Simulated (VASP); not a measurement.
Wanted: the native input for a VASP 6.6.1 run.

* Task: single point
* Functional: LDA
* Potentials or basis: VASP PAW LDA potentials, release 64 (Ta_pv, F)
* Cutoff: 520 eV
* k mesh: 8 × 8 × 1
* Occupations: gaussian, width 0.1 eV
* Spin: no spin polarisation
* Dipole correction: yes
* Further INCAR settings: ALGO = Normal; EDIFF = 1e-07; NBANDS = 34

The structure of Ta4F lies in POSCAR:

```
Ta4F
1.0
    3.2528679937      0.0000000000      0.0000000000
    0.0000000000      3.2528679937      0.0000000000
    0.0000000000      0.0000000000     20.2137485622
Ta F
4 1
Direct
    0.5000000000      0.5000000000      0.1978851170
    0.0000000000      0.0000000000      0.2783468875
    0.5000000000      0.5000000000      0.3580282239
    0.0000000000      0.0000000000      0.4310802885
    0.1250000000      0.5000000000      0.4993954248
```

These files were run (other wordings do the same):

INCAR

```
SYSTEM = Ta4F
ALGO = Normal
DIPOL = 0.5 0.5 0.353
EDIFF = 1E-7
ENCUT = 520
GGA = CA
IDIPOL = 3
ISIF = 2
ISMEAR = 0
LASPH = .TRUE.
LCHARG = .FALSE.
LDIPOL = .TRUE.
LREAL = .FALSE.
LWAVE = .FALSE.
NBANDS = 34
NELM = 80
PREC = Accurate
SIGMA = 0.1
```

KPOINTS

```
k-points
0
G
  8 8 1
  0 0 0
```

Potentials or basis: VASP PAW LDA potentials, release 64 (Ta_pv, F).

Launch:

```console
$ cat potpaw_LDA.64/Ta_pv/POTCAR potpaw_LDA.64/F/POTCAR > POTCAR
$ mpirun -np 1 vasp_std > vasp.out
```

Results of the run:

The largest force is 1.689 eV/Å and the band gap on the k mesh is zero (an odd number of electrons rules out a gap without spin polarisation).

Caveat: spin-orbit coupling is left out, which moves the levels of the heavy elements; an odd number of electrons without spin polarisation forces a metal; a magnetic or distorted state may lie lower.

Wall time 6.7 min on 1 thread of Intel Xeon 8259CL, on a shared host, peak memory 0.32 GiB.
